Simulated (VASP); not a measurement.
# C (P-1) in VASP: notebook, part 2 of 2

VASP 6.6.1. Earlier steps stand in the parts before.

## (3) Single point, PBE

INCAR

```
PREC = Accurate ; ENCUT = 520
EDIFF = 1E-6 ; ISMEAR = 0
SIGMA = 0.01 ; LREAL = F
LASPH = T ; NELM = 100
ALGO = Normal ; ISIF = 2
LWAVE = F ; LCHARG = F
GGA = PE ; NBANDS = 11
```

KPOINTS

```
regular mesh
0
Gamma
  6 6 6
```

POSCAR

```
C
1.0
    0.0432300000      1.7757900000      1.8406100000
    1.7902000000      0.0218200000      1.8620200000
    1.8008200000      1.8078200000      0.0112000000
C
2
Direct
    0.9948645196      0.0087355836      0.9939662793
    0.2429700000      0.2311100000      0.2736800000
```

Potentials or basis: VASP PAW PBE potentials, release 64 (C).

On the command line:

```bash
$ cat potpaw_PBE.64/C/POTCAR > POTCAR
$ mpirun -np 1 vasp_std > vasp.out
```

OUTCAR:

```text
PREC = Accurate
   ENCUT = 520
   EDIFF = 1E-6
   ISMEAR = 0
   LREAL = F
   LASPH = T
   NELM = 100
   ISIF = 2
   GGA = PE

 ion  position               nearest neighbor table
   1  0.995  0.009  0.994-   2 1.51   2 1.54   2 1.58   2 1.62
   2  0.243  0.231  0.274-   1 1.51   1 1.54   1 1.58   1 1.62

  Warning from LATTYP: Got some problem with cell dimensions!
  Tried to take original basis but could not verify dimensions!
  LATTYP: Found a triclinic cell.
 ALAT       =     2.5579570225
 B/A-ratio  =     0.9975629663
 C/A-ratio  =     0.9678176462
 COS(alpha) =     0.0039010924
 COS(beta)  =     0.4737023432
 COS(gamma) =     0.5069208600

  Lattice vectors:

 A1 = (   0.0432300000,   1.7757900000,   1.8406100000)
 A2 = (   1.8008200000,   1.8078200000,   0.0112000000)
 A3 = (  -1.7469700000,   1.7539700000,  -0.0214100000)

Analysis of symmetry for initial positions (statically):
=====================================================================
 Subroutine PRICEL returns:
 Original cell was already a primitive cell.

[... 171 lines left out ...]
 E-fermi :  10.6579     XC(G=0): -13.1167

 val. band max:       10.5903632604   @ k =   0.0000   0.0000   0.0000
 cond. band min:      13.0109212751   @ k =   0.0000   0.3333   0.3333
 fundamental gap:      2.4205580147
 Fermi energy:        10.6579138845

 k-point     1 :       0.0000    0.0000    0.0000
  band No.  band energies     occupation
      1     -11.7804      2.00000
      2       8.2180      2.00000
      3       9.2924      2.00000
      4      10.5904      2.00000
      5      13.9450      0.00000
      6      14.6791      0.00000
      7      15.9237      0.00000
      8      22.0446      0.00000
      9      28.2944      0.00000
     10      34.4536      0.00000
     11      35.1159      0.00000
[... 309 lines left out ...]
 k-point    24 :       0.5000   -0.0000    0.1667
  band No.  band energies     occupation
      1      -5.8713      2.00000
      2      -2.3435      2.00000
      3       4.0056      2.00000
      4       5.5672      2.00000
      5      15.9369      0.00000
      6      18.9394      0.00000
      7      20.3202      0.00000
      8      23.0957      0.00000
      9      29.6919      0.00000
     10      32.7101      0.00000
     11      35.8853      0.00000

 [... further k-points ...]
[... 5 lines left out ...]
  --------------------------------------------------------------------------------------
  -------------------------------------------------------------------------------------
  Total        0.4809955      0.2177156     -2.2654080     -1.1555179      0.1223620     -0.7434188
  in kB       66.1042551     29.9211252   -311.3399633   -158.8053528     16.8164702   -102.1696698
  external PRESSURE =     -71.7715277 kB  Pullay stress =       0.0000000 kB

 VOLUME and BASIS-vectors are now :
 -----------------------------------------------------------------------------
  energy-cutoff  :      520.00
  volume of cell :       11.66
      direct lattice vectors                 reciprocal lattice vectors
     0.043230000  1.775790000  1.840610000    -0.288725978  0.285909016  0.274239112
     1.790200000  0.021820000  1.862020000     0.283720819 -0.284280128  0.267605065
     1.800820000  1.807820000  0.011200000     0.280186034  0.275740184 -0.272610224

 POSITION                                       TOTAL-FORCE (eV/Angst)
 -----------------------------------------------------------------------------------
      1.84860      3.56377      1.85856         0.360889      1.792472     -1.815386
      0.91709      0.93127      0.88061        -0.360889     -1.792472      1.815386
 -----------------------------------------------------------------------------------
    total drift:                               -0.000005      0.000003      0.000000

  FREE ENERGIE OF THE ION-ELECTRON SYSTEM (eV)
  ---------------------------------------------------
  free  energy   TOTEN  =       -18.0177696825 eV

  energy  without entropy=      -18.0177696825  energy(sigma->0) =      -18.01776968
```

Run time: 5.2 s. Hardware: 1 thread of Intel Xeon 6975P-C (Granite Rapids), shared host; peak memory 0.12 GiB.

Results:

```yaml
Free_energy: -18.0178 eV
Pressure: -7.2 GPa
Largest_force: 2.577 eV/Å
Band_gap_on_the_k_mesh: 2.42 eV, indirect (least direct gap 3.35 eV)
```

Forces on the atoms (eV/Å):
```
C    0.361  1.792 -1.815
C   -0.361 -1.792  1.815
```

Levels at points of the mesh, in eV from the valence-band top:
| k point | band 1 | band 2 | band 3 | band 4 | band 5 | band 6 | band 7 | band 8 |
| --- | --- | --- | --- | --- | --- | --- | --- | --- |
| (0.00, 0.00, 0.00) | -22.37 | -2.37 | -1.30 | 0.00 | 3.35 | 4.09 | 5.33 | 11.45 |
| (0.50, 0.00, 0.00) | -16.40 | -14.30 | -4.65 | -3.71 | 5.14 | 6.88 | 8.48 | 14.02 |
| (0.00, 0.50, 0.00) | -16.86 | -13.93 | -4.50 | -3.72 | 6.07 | 6.67 | 8.11 | 13.53 |
| (0.50, 0.50, 0.00) | -14.30 | -14.14 | -7.55 | -6.41 | 3.12 | 4.83 | 14.58 | 15.60 |
| (0.00, 0.00, 0.50) | -16.67 | -14.78 | -4.41 | -3.12 | 6.48 | 7.03 | 8.77 | 14.91 |
| (0.50, 0.00, 0.50) | -13.97 | -13.35 | -7.59 | -7.47 | 3.10 | 3.28 | 14.71 | 15.66 |
| (0.00, 0.50, 0.50) | -13.66 | -13.61 | -7.57 | -7.49 | 2.80 | 3.27 | 15.02 | 15.46 |
| (0.50, 0.50, 0.50) | -17.05 | -14.30 | -4.80 | -2.72 | 6.10 | 7.35 | 8.63 | 14.19 |

Caveat: the k points lie up to 0.51 Å⁻¹ apart; forces of over 1 eV/Å act on the atoms, so gaps and moduli don't describe the material at rest. A hybrid or GW would open this gap; PBE tends to underestimate it.

## (4) Single point, PBE

This run uses another cell than the first one, of 5.86 Å³/atom, 1.005 times its volume.

INCAR

```
SYSTEM = C
  PREC = Accurate
  ENCUT = 520
  EDIFF = 1E-6
  ISMEAR = 0
  SIGMA = 0.01
  LREAL = .FALSE.
  LASPH = .TRUE.
  NELM = 100
  ALGO = Normal
  ISIF = 2
  LWAVE = .FALSE.
  LCHARG = .TRUE.
  GGA = PE
  LELF = .TRUE.
  LVHAR = .TRUE.
  NBANDS = 11
```

KPOINTS

```
regular mesh
0
G
  6 6 6
  0 0 0
```

POSCAR

```
C
1.0
    0.0433019302      1.7787447309      1.8436725847
    1.7931787077      0.0218563062      1.8651182087
    1.8038163782      1.8108280255      0.0112186356
C
2
Direct
    0.9890900000      0.0144100000      0.9995700000
    0.2429700000      0.2311100000      0.2736800000
```

On the command line:

```bash
$ cat potpaw_PBE.64/C/POTCAR > POTCAR
$ mpirun -np 1 vasp_std > vasp.out
```

Wall time 5.6 s (1 thread of Intel Xeon 6975P-C (Granite Rapids), shared host); peak memory 0.12 GiB.

Results (log left out):

| Quantity | Value |
| --- | --- |
| Free energy | -18.0149 eV |
| Pressure | -9.1 GPa |
| Largest force | 2.407 eV/Å |
| Band gap on the k mesh | 2.30 eV, indirect (least direct gap 3.14 eV) |

Forces on the atoms (eV/Å):
```
C   -0.353  1.700 -1.667
C    0.353 -1.700  1.667
```

Stress tensor (GPa, compression positive):
```
  4.51 -16.77  -9.78
-16.77   0.90   2.11
 -9.78   2.11 -32.82
```

Levels at points of the mesh, in eV from the valence-band top:
| k point | band 2 | band 3 | band 4 | band 5 | band 6 | band 7 |
| --- | --- | --- | --- | --- | --- | --- |
| (0.00, 0.00, 0.00) | -2.34 | -1.69 | 0.00 | 3.14 | 4.09 | 5.13 |
| (0.50, 0.00, 0.00) | -14.45 | -4.69 | -3.85 | 4.92 | 6.97 | 8.26 |
| (0.00, 0.50, 0.00) | -13.93 | -4.56 | -3.95 | 6.16 | 6.52 | 7.61 |
| (0.50, 0.50, 0.00) | -14.25 | -7.66 | -6.48 | 3.03 | 4.63 | 14.46 |
| (0.00, 0.00, 0.50) | -14.76 | -4.67 | -3.10 | 6.28 | 6.64 | 8.78 |
| (0.50, 0.00, 0.50) | -13.45 | -7.69 | -7.55 | 2.93 | 3.18 | 14.58 |
| (0.00, 0.50, 0.50) | -13.66 | -7.67 | -7.57 | 2.77 | 3.04 | 15.02 |
| (0.50, 0.50, 0.50) | -14.44 | -4.86 | -2.83 | 5.91 | 7.09 | 8.71 |

Caveat: the k points lie up to 0.51 Å⁻¹ apart; forces of over 1 eV/Å act on the atoms, so gaps and moduli don't describe the material at rest. A k mesh can miss the band edges.

## (5) Single point, PBE

This run uses another cell than the first one, of 5.80 Å³/atom, 0.995 times its volume.

INCAR

```
PREC = Accurate
ENCUT = 520
EDIFF = 1E-6
ISMEAR = 0
SIGMA = 0.01
LREAL = False
LASPH = True
NELM = 60
ALGO = Normal
ISIF = 2
LWAVE = False
LCHARG = False
GGA = PE
NBANDS = 11
```

KPOINTS

```
Automatic mesh
0
Gamma
  6 6 6
```

POSCAR

```
C
1.0
    0.0431578296      1.7728254035      1.8375371896
    1.7872113467      0.0217835726      1.8589114466
    1.7978136171      1.8048019309      0.0111813021
C
2
Direct
    0.9890900000      0.0144100000      0.9995700000
    0.2429700000      0.2311100000      0.2736800000
```

On the command line:

```bash
$ cat potpaw_PBE.64/C/POTCAR > POTCAR
$ mpirun -np 1 vasp_std > vasp.out
```

Wall time 5.1 s (1 thread of Intel Xeon 6975P-C (Granite Rapids), shared host); peak memory 0.11 GiB.

Results (log left out):

* Free energy: -18.0200 eV
* Pressure: -5.1 GPa
* Largest force: 2.444 eV/Å
* Band gap on the k mesh: 2.31 eV, indirect (least direct gap 3.16 eV)

Forces in eV/Å, atoms in the order of the input:
```
C   -0.360  1.736 -1.682
C    0.360 -1.736  1.682
```

Stress tensor (GPa, compression positive):
```
  8.72 -16.82 -10.37
-16.82   5.04   2.27
-10.37   2.27 -29.05
```

Levels at points of the mesh, in eV from the valence-band top:
| k point | band 1 | band 2 | band 3 | band 4 | band 5 | band 6 | band 7 | band 8 |
| --- | --- | --- | --- | --- | --- | --- | --- | --- |
| (0.00, 0.00, 0.00) | -22.57 | -2.35 | -1.70 | 0.00 | 3.16 | 4.10 | 5.16 | 11.45 |
| (0.50, 0.00, 0.00) | -16.53 | -14.56 | -4.73 | -3.88 | 4.96 | 7.06 | 8.31 | 14.05 |
| (0.00, 0.50, 0.00) | -17.05 | -14.05 | -4.59 | -3.98 | 6.19 | 6.60 | 7.69 | 13.35 |
| (0.50, 0.50, 0.00) | -14.44 | -14.33 | -7.73 | -6.54 | 3.04 | 4.65 | 14.60 | 15.51 |
| (0.00, 0.00, 0.50) | -16.88 | -14.87 | -4.71 | -3.13 | 6.31 | 6.73 | 8.85 | 14.69 |
| (0.50, 0.00, 0.50) | -14.12 | -13.53 | -7.76 | -7.62 | 2.93 | 3.20 | 14.72 | 15.55 |
| (0.00, 0.50, 0.50) | -13.85 | -13.74 | -7.74 | -7.64 | 2.77 | 3.05 | 15.16 | 15.21 |
| (0.50, 0.50, 0.50) | -17.19 | -14.56 | -4.90 | -2.85 | 5.95 | 7.19 | 8.78 | 14.23 |

Caveat: the k points lie up to 0.51 Å⁻¹ apart; forces of over 1 eV/Å act on the atoms, so gaps and moduli don't describe the material at rest. A k mesh can miss the band edges.

## (6) The runs side by side

```csv
cell,gap on the mesh (eV),pressure (GPa),largest force (eV/Å)
"a = 2.558, b = 2.583, c = 2.552 Å, angles 60.1, 59.5, 57.6°, 2 atoms",2.42,-7.2,2.58
"a = 2.562, b = 2.587, c = 2.556 Å, angles 60.1, 59.5, 57.6°, 2 atoms",2.30,-9.1,2.41
"a = 2.554, b = 2.579, c = 2.547 Å, angles 60.1, 59.5, 57.6°, 2 atoms",2.31,-5.1,2.44
```

Some of these runs hold the atoms at other places in the same cell, which the table doesn't show; runs alike in all that it shows share one row.

Alike in all rows: task single point; level PBE; potentials or basis VASP PAW PBE potentials, release 64 (C); no spin polarisation; k mesh 6 × 6 × 6; cutoff (eV) 520; smearing gaussian 0.01 eV.

Caveats: all runs use coarse meshes; forces of over 1 eV/Å act on the atoms, so gaps and moduli don't describe the material at rest.

Total energies depend on the potentials used, so only differences within one code and one set of settings carry meaning.
